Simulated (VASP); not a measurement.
# C (I4/mcm) in VASP: a series of runs

C is run at these levels: PBE; tasks: single point.

Program: VASP 6.6.1. These are calculated values, not measurements. Logs are shortened: lines on timing, memory, paths and dates and some standing lists are left out, and cuts for length are marked.

### 1 The cell of the first run

The structure is tetragonal, space group I4/mcm (No. 140). The conventional cell has a = 4.892 Å, b = 4.892 Å, c = 4.036 Å, α = 90.00°, β = 90.00°, γ = 90.00°. Within 2.0 Å of C (site symmetry m) lie 4 C at 1.50 to 1.54 Å.

### 2 Single point, PBE

Input file INCAR:

```
SYSTEM = C
PREC     = Accurate       ! precision mode
ENCUT    = 520            ! plane-wave cutoff, eV
EDIFF    = 1E-6           ! SCF threshold, eV
ISMEAR   = 0              ! smearing method
SIGMA    = 0.1            ! smearing width, eV
LREAL    = .FALSE.        ! projectors in reciprocal space
LASPH    = .TRUE.         ! aspherical terms in the spheres
NELM     = 80             ! most SCF steps
ALGO     = Normal         ! electronic algorithm
ISIF     = 2              ! what is computed and relaxed
LWAVE    = .FALSE.        ! write WAVECAR
LCHARG   = .FALSE.        ! write CHGCAR
GGA      = PE             ! functional
NBANDS   = 26             ! bands
```

Input file KPOINTS:

```
Automatic mesh
0
G
  6 6 6
  0 0 0
```

Input file POSCAR:

```
C
1.0
   -2.4457693300      2.4457693300      2.0180604700
    2.4457693300     -2.4457693300      2.0180604700
    2.4457693300      2.4457693300     -2.0180604700
C
8
Direct
    0.5385858800      0.0385858800      0.2035503400
    0.8350355400      0.3350355400      0.7964496600
    0.0385858800      0.8350355400      0.5000000000
    0.3350355400      0.5385858800      0.5000000000
    0.6649644600      0.4614141200      0.5000000000
    0.9614141200      0.1649644600      0.5000000000
    0.1649644600      0.6649644600      0.2035503400
    0.4614141200      0.9614141200      0.7964496600
```

Potentials or basis: VASP PAW PBE potentials, release 64 (C).

Command:

```console
cat potpaw_PBE.64/C/POTCAR > POTCAR
mpirun -np 1 vasp_std > vasp.out
```

OUTCAR:

```text
SYSTEM = C
   PREC = Accurate
   ENCUT = 520
   EDIFF = 1E-6
   ISMEAR = 0
   LREAL = .FALSE.
   LASPH = .TRUE.
   NELM = 80
   ISIF = 2
   GGA = PE

 ion  position               nearest neighbor table
   1  0.539  0.039  0.204-   8 1.50   7 1.51   5 1.54   6 1.54   2 2.05
   2  0.835  0.335  0.796-   7 1.50   8 1.51   5 1.54   6 1.54   1 2.05
   3  0.039  0.835  0.500-   6 1.50   5 1.51   7 1.54   8 1.54   4 2.05
   4  0.335  0.539  0.500-   5 1.50   6 1.51   7 1.54   8 1.54   3 2.05
   5  0.665  0.461  0.500-   4 1.50   3 1.51   2 1.54   1 1.54   6 2.05
   6  0.961  0.165  0.500-   3 1.50   4 1.51   2 1.54   1 1.54   5 2.05
   7  0.165  0.665  0.204-   2 1.50   1 1.51   3 1.54   4 1.54   8 2.05
   8  0.461  0.961  0.796-   1 1.50   2 1.51   3 1.54   4 1.54   7 2.05

  LATTYP: Found a body centered tetragonal cell.
 ALAT       =     4.8915386600
 C/A-ratio  =     0.8251229767

  Lattice vectors:

 A1 = (  -2.4457693300,   2.4457693300,   2.0180604700)
 A2 = (   2.4457693300,  -2.4457693300,   2.0180604700)
 A3 = (   2.4457693300,   2.4457693300,  -2.0180604700)

Analysis of symmetry for initial positions (statically):
=====================================================================
 Subroutine PRICEL returns:
 Original cell was already a primitive cell.

 Routine SETGRP: Setting up the symmetry group for a
 body centered tetragonal supercell.

 Subroutine GETGRP returns: Found 16 space group operations
 (whereof  8 operations were pure point group operations)
 out of a pool of 16 trial point group operations.

The static configuration has the point symmetry C_4h.
 The point group associated with its full space group is D_4h.

Analysis of symmetry for dynamics (positions and initial velocities):
=====================================================================
 Subroutine PRICEL returns:
 Original cell was already a primitive cell.

 Routine SETGRP: Setting up the symmetry group for a
 body centered tetragonal supercell.

 Subroutine GETGRP returns: Found 16 space group operations
 (whereof  8 operations were pure point group operations)
 out of a pool of 16 trial point group operations.

The dynamic configuration has the point symmetry C_4h.
 The point group associated with its full space group is D_4h.

 Subroutine INISYM returns: Found 16 space group operations
 (whereof  8 operations are pure point group operations),
 and found     1 'primitive' translations

----------------------------------------------------------------------------------------

                                     Primitive cell

  volume of cell :      48.2864

  direct lattice vectors                    reciprocal lattice vectors
    -2.445769330  2.445769330  2.018060470     0.000000000  0.204434651  0.247762645
     2.445769330 -2.445769330  2.018060470     0.204434651  0.000000000  0.247762645
     2.445769330  2.445769330 -2.018060470     0.204434651  0.204434651  0.000000000

  length of vectors
     4.004515363  4.004515363  4.004515363     0.321216212  0.321216212  0.289114256

  position of ions in fractional coordinates (direct lattice)
     0.538585880  0.038585880  0.203550340
     0.835035540  0.335035540  0.796449660
     0.038585880  0.835035540  0.500000000
     0.335035540  0.538585880  0.500000000
     0.664964460  0.461414120  0.500000000
     0.961414120  0.164964460  0.500000000
     0.164964460  0.664964460  0.203550340
     0.461414120  0.961414120  0.796449660

  ion indices of the primitive-cell ions
   primitive index   ion index
                 1           1
                 2           2
                 3           3
                 4           4
                 5           5
                 6           6
                 7           7
                 8           8

----------------------------------------------------------------------------------------

 KPOINTS: Automatic mesh

Automatic generation of k-mesh.
 Grid dimensions read from file:
 generate k-points for:    6    6    6

 Generating k-lattice:

  Cartesian coordinates                     Fractional coordinates (reciprocal lattice)
     0.000000000  0.034072442  0.041293774     0.166666667  0.000000000  0.000000000
     0.034072442  0.000000000  0.041293774     0.000000000  0.166666667  0.000000000
     0.034072442  0.034072442  0.000000000     0.000000000  0.000000000  0.166666667

  Length of vectors
     0.053536035  0.053536035  0.048185709

  Shift w.r.t. Gamma in fractional coordinates (k-lattice)
     0.000000000  0.000000000  0.000000000

 Subroutine IBZKPT returns following result:
 ===========================================

 Found     30 irreducible k-points:

 Following reciprocal coordinates:
            Coordinates               Weight
  0.000000  0.000000  0.000000      1.000000
  0.166667  0.000000  0.000000      8.000000
  0.333333  0.000000 -0.000000      8.000000
  0.500000 -0.000000  0.000000      4.000000
  0.166667  0.166667 -0.000000      8.000000
  0.333333  0.166667 -0.000000     16.000000
[... 16 lines left out ...]
 -0.333333 -0.333333  0.166667      8.000000
 -0.166667 -0.333333  0.166667      8.000000
 [... further k-points ...]
   k-points           NKPTS =     30   k-points in BZ     NKDIM =     30   number of bands    NBANDS=     26
   number of dos      NEDOS =    301   number of ions     NIONS =      8
   total plane-waves  NPLWV =  27000
   dimension x,y,z NGX =    30 NGY =   30 NGZ =   30
   dimension x,y,z NGXF=    60 NGYF=   60 NGZF=   60
   ions per type =               8
   NGX,Y,Z   is equivalent  to a cutoff of  12.45, 12.45, 12.45 a.u.
   NGXF,Y,Z  is equivalent  to a cutoff of  24.91, 24.91, 24.91 a.u.
 SYSTEM =  C
   PREC   = accura    normal or accurate (medium, high low for compatibility)
   ISTART =      0    job   : 0-new  1-cont  2-samecut
   ICHARG =      2    charge: 1-file 2-atom 10-const
   ISPIN  =      1    spin polarized calculation?
   LNONCOLLINEAR =      F non collinear calculations
   LSORBIT =      F    spin-orbit coupling
   LASPH  =      T    aspherical Exc in radial PAW
   ENCUT  =  520.0 eV  38.22 Ry    6.18 a.u.   7.45  7.45  7.45*2*pi/ulx,y,z
   NELM   =     80;   NELMIN=  2; NELMDL= -5     # of ELM steps
   EDIFF  = 0.1E-05   stopping-criterion for ELM
   LREAL  =      F    real-space projection
   EDIFFG = 0.1E-04   stopping-criterion for IOM
   NSW    =      0    number of steps for IOM
   IBRION =     -1    ionic relax: 0-MD 1-quasi-New 2-CG
   NFREE  =      0    steps in history (QN), initial steepest desc. (CG)
   ISIF   =      2    stress and relaxation
   ISYM   =      2    0-nonsym 1-usesym 2-fastsym
   POTIM  = 0.5000    time-step for ionic-motion
   TEBEG  =    0.0;   TEEND  =   0.0 temperature during run
   PSTRESS=    0.0 pullay stress
   NELECT =      32.0000    total number of electrons
   NUPDOWN=      -1.0000    fix difference up-down
   EMIN   =  10.00;   EMAX   =-10.00  energy-range for DOS
   EFERMI =   0.00;   METHOD = LEGACY
   ISMEAR =     0;   SIGMA  =   0.10  broadening in eV -4-tet -1-fermi 0-gaus
   EFERMI_NEDOS =   21; number of points for ismear=-14 and -15
   IALGO  =     38    algorithm
   IMIX   =      4    mixing-type and parameters
     AMIX     =   0.40;   BMIX     =  1.00
     AMIX_MAG =   1.60;   BMIX_MAG =  1.00
  volume/ion in A,a.u.               =       6.04        40.73
  Fermi-wavevector in a.u.,A,eV,Ry     =   1.427304  2.697213 27.717738  2.037196
  Thomas-Fermi vector in A             =   2.547488
   LORBIT       =      0    0 simple, 1 ext, 2 COOP (PROOUT), +10 PAW based schemes
   GGA     = PE    functional components
   LHFCALC =     F    Hartree Fock is set to
   AEXX    =    0.0000 exact exchange contribution
   IVDW    =     0    specifies the selected vdW correction
   LEPSILON=     F    determine dielectric tensor
   LRPA    =     F    only Hartree local field effects (RPA)
 non-spin polarized calculation
 Gauss-broadening in eV      SIGMA  =   0.10
  energy-cutoff  :      520.00
  volume of cell :       48.29
 maximum number of plane-waves:      1319
 NGX is ok and might be reduce to    30
   NGX = 15   NGY = 15   NGZ = 15

 number of electron      32.0000002 magnetization

 Free energy of the ion-electron system (eV)
  ---------------------------------------------------
  ext. energy  EPLUGINS =         0.00000000
  ---------------------------------------------------
  free energy    TOTEN  =       -69.93489814 eV

  energy without entropy =      -69.93489814  energy(sigma->0) =      -69.93489814

 E-fermi :   9.4427     XC(G=0): -12.5622

 val. band max:        8.9194791700   @ k =   0.5000   0.5000   0.5000
 cond. band min:      12.0180474107   @ k =  -0.3333   0.3333   0.0000
 fundamental gap:      3.0985682407
 Fermi energy:         9.4426660754

 k-point     1 :       0.0000    0.0000    0.0000
  band No.  band energies     occupation
      1     -13.1668      2.00000
      2      -5.3899      2.00000
      3      -4.4964      2.00000
      4      -3.0041      2.00000
      5      -3.0041      2.00000
      6      -2.3103      2.00000
[... 18 lines left out ...]
     25      21.0962      0.00000
     26      23.4542      0.00000

 k-point     2 :       0.1667    0.0000    0.0000
  band No.  band energies     occupation
      1     -12.8632      2.00000
      2      -6.5691      2.00000
      3      -4.9133      2.00000
      4      -3.9468      2.00000
      5      -3.2773      2.00000
      6      -3.0718      2.00000
[... 18 lines left out ...]
     25      21.3912      0.00000
     26      21.4580      0.00000

 k-point     3 :       0.3333    0.0000   -0.0000
  band No.  band energies     occupation
      1     -11.9646      2.00000
      2      -8.6145      2.00000
      3      -5.4163      2.00000
      4      -4.8549      2.00000
      5      -3.9300      2.00000
      6      -3.9074      2.00000
[... 572 lines left out ...]
 k-point    23 :      -0.3333   -0.3333    0.1667
  band No.  band energies     occupation
      1     -10.4664      2.00000
      2      -9.8459      2.00000
      3      -7.4266      2.00000
      4      -6.3455      2.00000
      5      -2.8581      2.00000
      6      -0.9385      2.00000
[... 18 lines left out ...]
     25      18.5355      0.00000
     26      19.1432      0.00000

 k-point    24 :      -0.1667   -0.3333    0.1667
  band No.  band energies     occupation
      1     -11.2892      2.00000
      2      -9.3379      2.00000
      3      -6.2380      2.00000
      4      -6.0561      2.00000
      5      -3.3253      2.00000
      6      -2.1254      2.00000
[... 18 lines left out ...]
     25      18.8954      0.00000
     26      19.2312      0.00000

 [... further k-points ...]
[... 5 lines left out ...]
  --------------------------------------------------------------------------------------
  -------------------------------------------------------------------------------------
  Total        4.6191281      4.6191281     15.4599807      0.0000000      0.0000000      0.0000000
  in kB      153.2658630    153.2658630    512.9728422      0.0000000      0.0000000      0.0000000
  external PRESSURE =     273.1681894 kB  Pullay stress =       0.0000000 kB

 VOLUME and BASIS-vectors are now :
 -----------------------------------------------------------------------------
  energy-cutoff  :      520.00
  volume of cell :       48.29
      direct lattice vectors                 reciprocal lattice vectors
    -2.445769330  2.445769330  2.018060470     0.000000000  0.204434651  0.247762645
     2.445769330 -2.445769330  2.018060470     0.204434651  0.000000000  0.247762645
     2.445769330  2.445769330 -2.018060470     0.204434651  0.204434651  0.000000000

 POSITION                                       TOTAL-FORCE (eV/Angst)
 -----------------------------------------------------------------------------------
     -0.72505      1.72072      0.75399        -0.618682     -0.618682     -0.224438
      0.72505      3.17082      0.75399         0.618682      0.618682     -0.224438
      3.17082     -0.72505      0.75399         0.618682     -0.618682     -0.224438
      1.72072      0.72505      0.75399        -0.618682      0.618682     -0.224438
      0.72505      1.72072      1.26407         0.618682     -0.618682      0.224438
     -0.72505      3.17082      1.26407        -0.618682      0.618682      0.224438
      1.72072     -0.72505      1.26407        -0.618682     -0.618682      0.224438
      3.17082      0.72505      1.26407         0.618682      0.618682      0.224438
 -----------------------------------------------------------------------------------
    total drift:                               -0.000000      0.000000     -0.000000

  FREE ENERGIE OF THE ION-ELECTRON SYSTEM (eV)
  ---------------------------------------------------
  free  energy   TOTEN  =       -69.9348981424 eV

  energy  without entropy=      -69.9348981424  energy(sigma->0) =      -69.93489814
```

Run time: 22 s. Hardware: 1 thread of Intel Xeon Platinum 8559C (Emerald Rapids), shared host; peak memory 0.17 GiB.

What came out:

* Free energy: -69.9349 eV
* Pressure: 27.3 GPa
* Largest force: 0.903 eV/Å
* Band gap on the k mesh: 3.10 eV, indirect (least direct gap 3.61 eV)

Forces on the atoms (eV/Å):
```
C   -0.619 -0.619 -0.224
C    0.619  0.619 -0.224
C    0.619 -0.619 -0.224
C   -0.619  0.619 -0.224
C    0.619 -0.619  0.224
C   -0.619  0.619  0.224
C   -0.619 -0.619  0.224
C    0.619  0.619  0.224
```

A k mesh can miss the band edges. PBE gaps usually lie below the measured ones, often by a third to a half.

### 3 Single point, PBE

This run uses another cell than the first one, of 6.40 Å³/atom, 1.060 times its volume.

Input file INCAR:

```
PREC = Accurate
ENCUT = 520
EDIFF = 1E-7
ISMEAR = 0
SIGMA = 0.1
LREAL = F
LASPH = T
NELM = 60
ALGO = Normal
ISIF = 2
LWAVE = F
LCHARG = F
GGA = PE
NBANDS = 26
```

Input file KPOINTS:

```
Automatic mesh
0
Gamma
  6 6 6
```

Input file POSCAR:

```
C
1.0
   -2.4708819221      2.4708819221      2.0959560462
    2.4708819221     -2.4708819221      2.0959560462
    2.4708819221      2.4708819221     -2.0959560462
C
8
Direct
    0.5357393827      0.0357393827      0.2005409329
    0.8351984497      0.3351984497      0.7994590671
    0.0357393827      0.8351984497      0.5000000000
    0.3351984497      0.5357393827      0.5000000000
    0.6648015503      0.4642606173      0.5000000000
    0.9642606173      0.1648015503      0.5000000000
    0.1648015503      0.6648015503      0.2005409329
    0.4642606173      0.9642606173      0.7994590671
```

Potentials or basis: VASP PAW PBE potentials, release 64 (C).

Command:

```console
cat potpaw_PBE.64/C/POTCAR > POTCAR
mpirun -np 1 vasp_std > vasp.out
```

Wall time 24 s (1 thread of Intel Xeon Platinum 8559C (Emerald Rapids), shared host); peak memory 0.16 GiB.

Results (log left out):

- Free energy: -70.3174 eV
- Pressure: 0.5 GPa
- Largest force: 0.013 eV/Å
- Band gap on the k mesh: 3.06 eV, indirect (least direct gap 3.43 eV)

Forces on the atoms (eV/Å):
```
C   -0.008 -0.008  0.007
C    0.008  0.008  0.007
C    0.008 -0.008  0.007
C   -0.008  0.008  0.007
C    0.008 -0.008 -0.007
C   -0.008  0.008 -0.007
C   -0.008 -0.008 -0.007
C    0.008  0.008 -0.007
```

Stress tensor (GPa, compression positive):
```
0.40 0.00 0.00
0.00 0.40 0.00
0.00 0.00 0.65
```

Levels at points of the mesh, in eV from the valence-band top:
```csv
k point,band 14,band 15,band 16,band 17,band 18,band 19
"(0.00, 0.00, 0.00)",-0.73,-0.28,-0.28,3.15,3.83,3.83
"(0.50, 0.00, 0.00)",-4.80,-3.30,-3.30,5.81,5.81,6.80
"(0.50, 0.50, 0.00)",-3.47,-2.85,-1.71,3.47,5.34,6.87
"(0.50, 0.50, 0.50)",-3.37,-3.37,0.00,4.22,4.75,7.56
```
